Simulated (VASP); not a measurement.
Write the native input for VASP 6.6.1 that does the following.

```yaml
Task: single point
Functional: PBE
Potentials_or_basis: VASP PAW PBE potentials, release 64 (Y_sv, Si, F)
Cutoff: 520 eV
k_mesh: 4 × 4 × 4
Occupations: gaussian, width 0.1 eV
Spin: no spin polarisation
Dipole_correction: no
Further_INCAR_settings: ALGO = Normal; EDIFF = 1e-07; NBANDS = 47
```

The structure of YSiF3 lies in POSCAR:

```
YSiF3
1.0
    5.5475094100      0.0000000000      0.0000000000
    0.0000000000      5.5475094100      0.0000000000
    0.0000000000      0.0000000000      3.9226815200
Y Si F
2 2 6
Direct
    0.0000000000      0.5000000000      0.5000000000
    0.5000000000      0.0000000000      0.5000000000
    0.5000000000      0.5000000000      0.0000000000
    0.0000000000      0.0000000000      0.0000000000
    0.7723125400      0.2723125400      0.0000000000
    0.7276874600      0.7723125400      0.0000000000
    0.5000000000      0.5000000000      0.5000000000
    0.2276874600      0.7276874600      0.0000000000
    0.2723125400      0.2276874600      0.0000000000
    0.0000000000      0.0000000000      0.5000000000
```

These files were run (other wordings do the same):

INCAR

```
  PREC = Accurate
  ENCUT = 520
  EDIFF = 1E-7
  ISMEAR = 0
  SIGMA = 0.1
  LREAL = False
  LASPH = True
  NELM = 100
  ALGO = Normal
  ISIF = 2
  LWAVE = False
  LCHARG = False
  GGA = PE
  NBANDS = 47
```

KPOINTS

```
regular mesh
0
Gamma
  4 4 4
```

Potentials or basis: VASP PAW PBE potentials, release 64 (Y_sv, Si, F).

Run with:

```bash
$ cat potpaw_PBE.64/Y_sv/POTCAR potpaw_PBE.64/Si/POTCAR potpaw_PBE.64/F/POTCAR > POTCAR
$ mpirun -np 1 vasp_std > vasp.out
```

Results of the run:

| Item | Value |
| --- | --- |
| Pressure | 33.9 GPa |
| Largest force | 0.485 eV/Å |
| Band gap on the k mesh | zero (bands 36 and 37 overlap by 1.18 eV) |

Caveat: the k points lie up to 0.40 Å⁻¹ apart, too coarse for converged energies and pressures of a metal.

Run time: 120 s on 1 thread of Intel(R) Xeon(R) Platinum 8259CL CPU @ 2.50GHz (Skylake/Cascade Lake), on a shared host, peak memory 0.27 GiB.
